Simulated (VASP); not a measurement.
Write the native input for VASP 6.6.1 that does the following.

```yaml
Task: single point
Functional: PBE
Potentials_or_basis: VASP PAW PBE potentials, release 64 (Ta_pv, N)
Cutoff: 520 eV
k_mesh: 10 × 10 × 10
Occupations: fermi-dirac, width 0.05 eV
Spin: no spin polarisation
Dipole_correction: no
Further_INCAR_settings: ALGO = Normal; EDIFF = 1e-06; NBANDS = 15
```

The structure of TaN lies in POSCAR:

```
TaN
1.0
    2.7139695020      0.0000000000      0.0000000000
    0.0000000000      2.7139695020      0.0000000000
    0.0000000000      0.0000000000      2.7139695020
Ta N
1 1
Direct
    0.0000000000      0.0000000000      0.0000000000
    0.5000000000      0.5000000000      0.5000000000
```

One way to write it, as run:

INCAR

```
SYSTEM = TaN
PREC = Accurate
ENCUT = 520
EDIFF = 1E-6
ISMEAR = -1
SIGMA = 0.05
LREAL = .FALSE.
LASPH = .TRUE.
NELM = 100
ALGO = Normal
ISIF = 2
LWAVE = .FALSE.
LCHARG = .FALSE.
GGA = PE
NBANDS = 15
```

KPOINTS

```
Automatic mesh
0
G
  10 10 10
  0 0 0
```

Potentials or basis: VASP PAW PBE potentials, release 64 (Ta_pv, N).

The run is started by

```bash
$ cat potpaw_PBE.64/Ta_pv/POTCAR potpaw_PBE.64/N/POTCAR > POTCAR
$ mpirun -np 1 vasp_std > vasp.out
```

It gave:

| Item | Value |
| --- | --- |
| Pressure | 14.1 GPa |
| Band gap on the k mesh | zero (band 8 reaches 16.13 eV, above the bottom of band 9 at 6.97 eV) |

Caveat: spin-orbit coupling is left out, which moves the levels of the heavy elements.

Wall time 5.5 s on 1 thread of Intel(R) Xeon(R) 6975P-C (Granite Rapids), with other jobs on the host, peak memory 0.13 GiB.
